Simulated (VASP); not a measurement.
# NaF (Pm-3m) in VASP: a series of runs

The runs below take NaF through single point, with PBE, r2SCAN.

All numbers are computed with VASP 6.6.1; they aren't measurements. Logs are shortened: lines on timing, memory, paths and dates and some standing lists are left out, and cuts for length are marked.

## (1) The cell of the first run

Symmetry: Pm-3m, No. 221, cubic system. The conventional cell has a = 2.793 Å, b = 2.793 Å, c = 2.793 Å, α = 90.00°, β = 90.00°, γ = 90.00°. Within 3.2 Å of Na (site symmetry m-3m) lie 8 F at 2.42 Å and 6 Na at 2.79 Å. F (site symmetry m-3m) has 8 Na at 2.42 Å and 6 F at 2.79 Å within 3.2 Å.

## (2) Single point, PBE

INCAR

```
PREC     = Accurate       # precision mode
ENCUT    = 520            # plane-wave cutoff, eV
EDIFF    = 1E-7           # SCF threshold, eV
ISMEAR   = 0              # smearing method
SIGMA    = 0.01           # smearing width, eV
LREAL    = F              # projectors in reciprocal space
LASPH    = T              # aspherical terms in the spheres
NELM     = 60             # most SCF steps
ALGO     = Normal         # electronic algorithm
ISIF     = 2              # what is computed and relaxed
LWAVE    = F              # write WAVECAR
LCHARG   = F              # write CHGCAR
GGA      = PE             # functional
NBANDS   = 14             # bands
```

KPOINTS

```
Automatic mesh
0
Gamma
  10 10 10
```

POSCAR

```
NaF
1.0
    2.7934851974      0.0000000000      0.0000000000
    0.0000000000      2.7934851974      0.0000000000
    0.0000000000      0.0000000000      2.7934851974
Na F
1 1
Direct
    0.0000000000      0.0000000000      0.0000000000
    0.5000000000      0.5000000000      0.5000000000
```

Potentials or basis: VASP PAW PBE potentials, release 64 (Na_pv, F).

Started as:

```console
> cat potpaw_PBE.64/Na_pv/POTCAR potpaw_PBE.64/F/POTCAR > POTCAR
> mpirun -np 1 vasp_std > vasp.out
```

OUTCAR:

```text
PREC = Accurate
   ENCUT = 520
   EDIFF = 1E-7
   ISMEAR = 0
   LREAL = F
   LASPH = T
   NELM = 60
   ISIF = 2
   GGA = PE

 ion  position               nearest neighbor table
   1  0.000  0.000  0.000-
   2  0.500  0.500  0.500-

  LATTYP: Found a simple cubic cell.
 ALAT       =     2.7934851974

  Lattice vectors:

 A1 = (   2.7934851974,   0.0000000000,   0.0000000000)
 A2 = (   0.0000000000,   2.7934851974,   0.0000000000)
 A3 = (   0.0000000000,   0.0000000000,   2.7934851974)

Analysis of symmetry for initial positions (statically):
=====================================================================
 Subroutine PRICEL returns:
 Original cell was already a primitive cell.

 Routine SETGRP: Setting up the symmetry group for a
 simple cubic supercell.

 Subroutine GETGRP returns: Found 48 space group operations
 (whereof 48 operations were pure point group operations)
 out of a pool of 48 trial point group operations.

The static configuration has the point symmetry O_h .

Analysis of symmetry for dynamics (positions and initial velocities):
=====================================================================
 Subroutine PRICEL returns:
 Original cell was already a primitive cell.

 Routine SETGRP: Setting up the symmetry group for a
 simple cubic supercell.

 Subroutine GETGRP returns: Found 48 space group operations
 (whereof 48 operations were pure point group operations)
 out of a pool of 48 trial point group operations.

The dynamic configuration has the point symmetry O_h .

 Subroutine INISYM returns: Found 48 space group operations
 (whereof 48 operations are pure point group operations),
 and found     1 'primitive' translations

----------------------------------------------------------------------------------------

                                     Primitive cell

  volume of cell :      21.7991

  direct lattice vectors                    reciprocal lattice vectors
     2.793485197  0.000000000  0.000000000     0.357975765  0.000000000  0.000000000
     0.000000000  2.793485197  0.000000000     0.000000000  0.357975765  0.000000000
     0.000000000  0.000000000  2.793485197     0.000000000  0.000000000  0.357975765

  length of vectors
     2.793485197  2.793485197  2.793485197     0.357975765  0.357975765  0.357975765

  position of ions in fractional coordinates (direct lattice)
     0.000000000  0.000000000  0.000000000
     0.500000000  0.500000000  0.500000000

[... 81 lines left out ...]
   NFREE  =      0    steps in history (QN), initial steepest desc. (CG)
   ISIF   =      2    stress and relaxation
   ISYM   =      2    0-nonsym 1-usesym 2-fastsym
   POTIM  = 0.5000    time-step for ionic-motion
   TEBEG  =    0.0;   TEEND  =   0.0 temperature during run
   PSTRESS=    0.0 pullay stress
   NELECT =      14.0000    total number of electrons
   NUPDOWN=      -1.0000    fix difference up-down
   EMIN   =  10.00;   EMAX   =-10.00  energy-range for DOS
   EFERMI =   0.00;   METHOD = LEGACY
   ISMEAR =     0;   SIGMA  =   0.01  broadening in eV -4-tet -1-fermi 0-gaus
   EFERMI_NEDOS =   21; number of points for ismear=-14 and -15
   IALGO  =     38    algorithm
   IMIX   =      4    mixing-type and parameters
     AMIX     =   0.40;   BMIX     =  1.00
     AMIX_MAG =   1.60;   BMIX_MAG =  1.00
  volume/ion in A,a.u.               =      10.90        73.55
  Fermi-wavevector in a.u.,A,eV,Ry     =   1.412444  2.669132 27.143584  1.994997
  Thomas-Fermi vector in A             =   2.534192
   LORBIT       =      0    0 simple, 1 ext, 2 COOP (PROOUT), +10 PAW based schemes
   GGA     = PE    functional components
   LHFCALC =     F    Hartree Fock is set to
   AEXX    =    0.0000 exact exchange contribution
   IVDW    =     0    specifies the selected vdW correction
   LEPSILON=     F    determine dielectric tensor
   LRPA    =     F    only Hartree local field effects (RPA)
 non-spin polarized calculation
 Gauss-broadening in eV      SIGMA  =   0.01
  energy-cutoff  :      520.00
  volume of cell :       21.80
 maximum number of plane-waves:       624
 NGX is ok and might be reduce to    24
   NGX = 11   NGY = 11   NGZ = 11

 number of electron      14.0000006 magnetization

 Free energy of the ion-electron system (eV)
  ---------------------------------------------------
  ext. energy  EPLUGINS =         0.00000000
  ---------------------------------------------------
  free energy    TOTEN  =        -8.23022006 eV

  energy without entropy =       -8.23022006  energy(sigma->0) =       -8.23022006

 E-fermi :  -0.4752     XC(G=0):  -9.9291

 val. band max:       -0.6124285692   @ k =   0.5000   0.5000   0.0000
 cond. band min:       5.4993080770   @ k =   0.0000   0.0000   0.0000
 fundamental gap:      6.1117366462
 Fermi energy:        -0.4751702115

 k-point     1 :       0.0000    0.0000    0.0000
  band No.  band energies     occupation
      1     -20.6506      2.00000
      2     -20.6506      2.00000
      3     -20.6506      2.00000
      4     -20.5074      2.00000
      5      -0.9509      2.00000
      6      -0.9509      2.00000
      7      -0.9509      2.00000
      8       5.4993      0.00000
      9      15.1641      0.00000
     10      15.1641      0.00000
     11      23.4084      0.00000
     12      23.4084      0.00000
     13      23.4084      0.00000
     14      30.6845      0.00000
[... 377 lines left out ...]
      1     -21.2019      2.00000
      2     -20.6705      2.00000
      3     -20.6522      2.00000
      4     -19.8349      2.00000
      5      -2.4915      2.00000
      6      -1.0835      2.00000
      7      -1.0265      2.00000
      8       8.3796      0.00000
      9      13.7911      0.00000
     10      16.4033      0.00000
     11      21.8370      0.00000
     12      22.5771      0.00000
     13      24.8777      0.00000
     14      25.1250      0.00000

 [... further k-points ...]
[... 5 lines left out ...]
  --------------------------------------------------------------------------------------
  -------------------------------------------------------------------------------------
  Total        0.5781820      0.5781820      0.5781820      0.0000000      0.0000000      0.0000000
  in kB       42.4948232     42.4948232     42.4948232      0.0000000      0.0000000      0.0000000
  external PRESSURE =      42.4948232 kB  Pullay stress =       0.0000000 kB

 VOLUME and BASIS-vectors are now :
 -----------------------------------------------------------------------------
  energy-cutoff  :      520.00
  volume of cell :       21.80
      direct lattice vectors                 reciprocal lattice vectors
     2.793485197  0.000000000  0.000000000     0.357975765  0.000000000  0.000000000
     0.000000000  2.793485197  0.000000000     0.000000000  0.357975765  0.000000000
     0.000000000  0.000000000  2.793485197     0.000000000  0.000000000  0.357975765

 POSITION                                       TOTAL-FORCE (eV/Angst)
 -----------------------------------------------------------------------------------
      0.00000      0.00000      0.00000         0.000000      0.000000      0.000000
      1.39674      1.39674      1.39674         0.000000      0.000000      0.000000
 -----------------------------------------------------------------------------------
    total drift:                                0.000000      0.000000     -0.000000

  FREE ENERGIE OF THE ION-ELECTRON SYSTEM (eV)
  ---------------------------------------------------
  free  energy   TOTEN  =        -8.2302200555 eV

  energy  without entropy=       -8.2302200555  energy(sigma->0) =       -8.23022006
```

stdout:

```text
POSCAR found type information on POSCAR NaF
 POSCAR found :  2 types and       2 ions
 scaLAPACK will be used
 LDA part: xc-table for (Slater+PW92), standard interpolation
 POSCAR, INCAR and KPOINTS ok, starting setup
 FFT: planning ... GRIDC
 FFT: planning ... GRID_SOFT
 FFT: planning ... GRID
 WAVECAR not read
 entering main loop
```

Wall time 6.7 s (1 thread of Intel Xeon Platinum 8488C (Sapphire Rapids), shared host); peak memory 0.14 GiB.

Results:

| Property | Result |
| --- | --- |
| Free energy | -8.2302 eV |
| Pressure | 4.2 GPa |
| Band gap on the k mesh | 6.11 eV, indirect (least direct gap 6.45 eV) |

Levels at points of the mesh, in eV from the valence-band top:
```
           k point  band 5  band 6  band 7  band 8  band 9  band 10
(0.00, 0.00, 0.00)   -0.34   -0.34   -0.34    6.11   15.78    15.78
(0.50, 0.00, 0.00)   -2.66   -0.21   -0.21   10.87   11.89    19.98
(0.50, 0.50, 0.00)   -1.89   -1.89    0.00   11.99   15.30    15.30
(0.50, 0.50, 0.50)   -1.66   -1.66   -1.66   14.43   14.43    14.43
```

## (3) Single point, r2SCAN (volume changed by -6%)

POSCAR

```
NaF
1.0
    2.7364592942      0.0000000000      0.0000000000
    0.0000000000      2.7364592942      0.0000000000
    0.0000000000      0.0000000000      2.7364592942
Na F
1 1
Direct
    0.0000000000      0.0000000000      0.0000000000
    0.5000000000      0.5000000000      0.5000000000
```

INCAR.step1

```
SYSTEM = NaF
ALGO = Normal
EDIFF = 1E-4
ENCUT = 520
GGA = PE
ISMEAR = 0
LASPH = .TRUE.
LCHARG = .FALSE.
LREAL = .FALSE.
LWAVE = .TRUE.
NBANDS = 14
NELM = 80
PREC = Accurate
SIGMA = 0.01
```

INCAR.step2

```
SYSTEM = NaF
ALGO = Normal
EDIFF = 1E-6
ENCUT = 520
ISIF = 2
ISMEAR = 0
ISTART = 1
LASPH = .TRUE.
LCHARG = .TRUE.
LELF = .TRUE.
LMIXTAU = .TRUE.
LREAL = .FALSE.
LVHAR = .TRUE.
LWAVE = .FALSE.
METAGGA = R2SCAN
NBANDS = 14
NELM = 80
PREC = Accurate
SIGMA = 0.01
```

KPOINTS

```
k-points
0
G
  8 8 8
  0 0 0
```

Potentials or basis: VASP PAW PBE potentials, release 64 (Na_pv, F).

Started as:

```console
> cat potpaw_PBE.64/Na_pv/POTCAR potpaw_PBE.64/F/POTCAR > POTCAR
> cp INCAR.step1 INCAR
> mpirun -np 1 vasp_std > vasp.out
> cp INCAR.step2 INCAR
> mpirun -np 1 vasp_std > vasp.out
```

It took 18 s on 1 thread of Intel Xeon Platinum 8488C (Sapphire Rapids), shared host; peak memory 0.12 GiB.

The run converged. Its results:

```
Free energy            : -12.3013 eV
Pressure               : 3.3 GPa
Band gap on the k mesh : 7.57 eV, indirect (least direct gap 7.93 eV)
```

Levels at points of the mesh, in eV from the valence-band top:
| k point | band 3 | band 4 | band 5 | band 6 | band 7 | band 8 | band 9 | band 10 | band 11 | band 12 |
| --- | --- | --- | --- | --- | --- | --- | --- | --- | --- | --- |
| (0.00, 0.00, 0.00) | -20.52 | -20.52 | -0.36 | -0.36 | -0.36 | 7.57 | 16.76 | 16.76 | 26.70 | 26.70 |
| (0.50, 0.00, 0.00) | -20.48 | -19.88 | -2.84 | -0.24 | -0.24 | 12.45 | 13.62 | 20.98 | 22.83 | 25.87 |
| (0.50, 0.50, 0.00) | -20.60 | -20.46 | -2.04 | -2.04 | 0.00 | 13.41 | 17.07 | 17.20 | 17.20 | 25.29 |
| (0.50, 0.50, 0.50) | -20.73 | -20.31 | -1.85 | -1.85 | -1.85 | 16.02 | 16.02 | 16.02 | 21.27 | 21.27 |

Caveat: the PAW data sets were made with another functional, which shifts forces and pressure a little.

[end of part 1 of 2]
